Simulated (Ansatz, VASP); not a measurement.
Two plane-wave programs on AlNi3

```
CELL_PARAMETERS angstrom
3.51920 0.00000 0.00000
0.00000 3.51920 0.00000
0.00000 0.00000 3.51920
ATOMIC_POSITIONS crystal
Al 0.00000 0.00000 0.00000
Ni 0.00000 0.50000 0.50000
Ni 0.50000 0.00000 0.50000
Ni 0.50000 0.50000 0.00000
```

Alike in both runs: functional PBEsol; k mesh 20 × 20 × 20; occupations gaussian, width 0.05 eV; collinear spin.

Ansatz relaxed the structure, and its values are those at the end. VASP's run is a single point on that final structure, the one shown.

|  | VASP | Ansatz |
| --- | --- | --- |
| version | VASP 6.6.1 | Ansatz 0.2.0 |
| potentials or method | VASP PAW PBE potentials, release 64 (Al, Ni) | scalar-relativistic, plane waves, PAW |
| plane-wave cutoff (eV) | 520 | 420 |
| valence electrons in the cell | 33 | 57 |

Ansatz gave:

* gap on the k mesh at the Fermi level (eV): none
* pressure (GPa): 0.0
* net moment per atom (μB): 0.18
* size of the moment on the site where the two differ most (μB): 0.27

Q: What did VASP give for the same quantities?

A: gap on the k mesh at the Fermi level (eV): none; pressure (GPa): 0.1; net moment per atom (μB): 0.18; size of the moment on the site where the two differ most (μB): 0.25.

VASP's potentials were made for PBE, not for PBEsol. Site moments also hang on the region over which each program counts them. A gap of «none» marks a metal or a gap that the smearing closes. VASP's potentials hold 33 valence electrons a cell and Ansatz's 57, so a difference there can come from the potentials and not from the codes.
